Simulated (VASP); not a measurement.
Input of a VASP 6.6.1 run:

The input INCAR:

```
PREC     = Accurate       # precision mode
ENCUT    = 600            # plane-wave cutoff, eV
EDIFF    = 1E-6           # SCF threshold, eV
ISMEAR   = 0              # smearing method
SIGMA    = 0.1            # smearing width, eV
LREAL    = False          # projectors in reciprocal space
LASPH    = True           # aspherical terms in the spheres
NELM     = 120            # most SCF steps
ALGO     = Normal         # electronic algorithm
ISIF     = 2              # what is computed and relaxed
LWAVE    = False          # write WAVECAR
LCHARG   = False          # write CHGCAR
GGA      = PS             # functional
NBANDS   = 8              # bands
GGA_COMPAT= False
```

The input KPOINTS:

```
regular mesh
0
Gamma
  7 7 7
```

File POSCAR:

```
N
1.0
    0.0000000000      1.5538090000      1.5538090000
    1.5538090000      0.0000000000      1.5538090000
    1.5538090000      1.5538090000      0.0000000000
N
1
Direct
    0.0000000000      0.0000000000      0.0000000000
```

Potentials or basis: VASP PAW PBE potentials, release 64 (N).

The run is started by

```bash
$ cat potpaw_PBE.64/N/POTCAR > POTCAR
$ mpirun -np 1 vasp_std > vasp.out
```

Problem. Predict the pressure.

Solution. -6.1 GPa.

Caveat: the k points lie up to 0.50 Å⁻¹ apart; the PAW data sets were made with another functional, which shifts forces and pressure a little.
